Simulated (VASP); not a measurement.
Set up this calculation in VASP 6.6.1, as the native input.

```
Task                   : single point
Functional             : PBEsol
Potentials or basis    : VASP PAW PBE potentials, release 64 (Al, Ni)
Cutoff                 : 520 eV
k mesh                 : 18 × 18 × 18
Occupations            : gaussian, width 0.15 eV
Spin                   : no spin polarisation
Dipole correction      : no
Further INCAR settings : ALGO = Fast; EDIFF = 1e-06; NBANDS = 14
```

The structure of AlNi lies in POSCAR:

```
AlNi
1.0
    2.9172378845     -0.3121767478     -0.3121767478
   -0.3121767478      2.9172378845     -0.3121767478
   -0.3121767478     -0.3121767478      2.9172378845
Al Ni
1 1
Direct
    0.0000000000      0.0000000000      0.0000000000
    0.5000000000      0.5000000000      0.5000000000
```

This cell differs from its parent crystal: ratio of the length along [111] to the lengths across it x 0.71, volume and fractional coordinates fixed.

These files were run (other wordings do the same):

INCAR

```
SYSTEM = AlNi
ALGO = Fast ; EDIFF = 1E-6
ENCUT = 520 ; GGA = PS
ISIF = 2 ; ISMEAR = 0
LASPH = .TRUE. ; LCHARG = .FALSE.
LREAL = .FALSE. ; LWAVE = .FALSE.
NBANDS = 14 ; NELM = 80
PREC = Accurate ; SIGMA = 0.15
```

KPOINTS

```
k-points
0
G
  18 18 18
  0 0 0
```

Potentials or basis: VASP PAW PBE potentials, release 64 (Al, Ni).

Launch:

```console
$ cat potpaw_PBE.64/Al/POTCAR potpaw_PBE.64/Ni/POTCAR > POTCAR
$ mpirun -np 1 vasp_std > vasp.out
```

It gave:

The pressure is 25.8 GPa.

Caveat: the PAW data sets were made with another functional, which shifts forces and pressure a little.

Run time: 4.8 min on 1 thread of AMD EPYC 7R43 64-Core Processor (Zen 3) (shared host), peak memory 0.27 GiB.
